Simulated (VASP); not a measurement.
LiH:

```
Li H
1.0
     0.00000    1.99517    1.99517
     1.99517    0.00000    1.99517
     1.99517    1.99517    0.00000
Li H
1 1
Cartesian
  0.0000 0.0000 0.0000
  1.9952 1.9952 1.9952
```

Base run:

- Program: VASP 6.6.1
- Functional: PBE
- Potentials or basis: VASP PAW PBE potentials, release 64 (Li_sv, H)
- Cutoff: 520 eV
- k mesh: 11 × 11 × 11
- Occupations: fermi-dirac, width 0.05 eV
- Spin: no spin polarisation

Its results: band gap on the k mesh 3.17 eV, direct.

**Question.** The run is repeated on the same cell with these changes: functional from PBE to HSE06; k mesh from 11 × 11 × 11 to 6 × 6 × 6. What comes out?

**Answer.** Band gap on the k mesh 3.96 eV, direct.

Several settings changed at once, so the effect can't be laid on one alone.

Caveats: some runs use coarse meshes.

A k mesh can miss the band edges.
